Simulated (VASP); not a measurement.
Write the native input for VASP 6.6.1 that does the following.

| Property | Result |
| --- | --- |
| Task | single point |
| Functional | r2SCAN |
| Potentials or basis | VASP PAW PBE potentials, release 64 (Pd) |
| Cutoff | 520 eV |
| k mesh | 15 × 15 × 15 |
| Occupations | fermi-dirac, width 0.1 eV |
| Spin | no spin polarisation |
| Dipole correction | no |
| Further INCAR settings | ALGO = Normal; EDIFF = 1e-06; NBANDS = 11 |

Crystal: Pd.

```
Pd
1.0
     0.00000    1.97764    1.97764
     1.97764    0.00000    1.97764
     1.97764    1.97764    0.00000
Pd
1
Direct
  0.00000 0.00000 0.00000
```

The input as run:

POSCAR

```
Pd
1.0
    0.0000000000      1.9776365087      1.9776365087
    1.9776365087      0.0000000000      1.9776365087
    1.9776365087      1.9776365087      0.0000000000
Pd
1
Direct
    0.0000000000      0.0000000000      0.0000000000
```

INCAR.step1

```
PREC = Accurate
ENCUT = 520
ISMEAR = -1
SIGMA = 0.1
LREAL = F
LASPH = T
NELM = 80
NBANDS = 11
GGA = PE
ALGO = Normal
EDIFF = 1E-4
LWAVE = T
LCHARG = F
```

INCAR.step2

```
PREC = Accurate
ENCUT = 520
EDIFF = 1E-6
ISMEAR = -1
SIGMA = 0.1
LREAL = F
LASPH = T
NELM = 80
ALGO = Normal
ISIF = 2
LWAVE = F
LCHARG = F
METAGGA = R2SCAN
LMIXTAU = T
NBANDS = 11
ISTART = 1
```

KPOINTS

```
regular mesh
0
Gamma
  15 15 15
```

Potentials or basis: VASP PAW PBE potentials, release 64 (Pd).

Command:

```sh
$ cat potpaw_PBE.64/Pd/POTCAR > POTCAR
$ cp INCAR.step1 INCAR
$ mpirun -np 1 vasp_std > vasp.out
$ cp INCAR.step2 INCAR
$ mpirun -np 1 vasp_std > vasp.out
```

It gave:

The pressure is -5.3 GPa and the band gap on the k mesh is zero (band 5 reaches 9.07 eV, above the bottom of band 6 at 7.55 eV).

Caveat: the PAW data sets were made with another functional, which shifts forces and pressure a little.

It took 36 s on 1 thread of Intel(R) Xeon(R) Platinum 8559C (Emerald Rapids), on a shared host, peak memory 0.16 GiB.
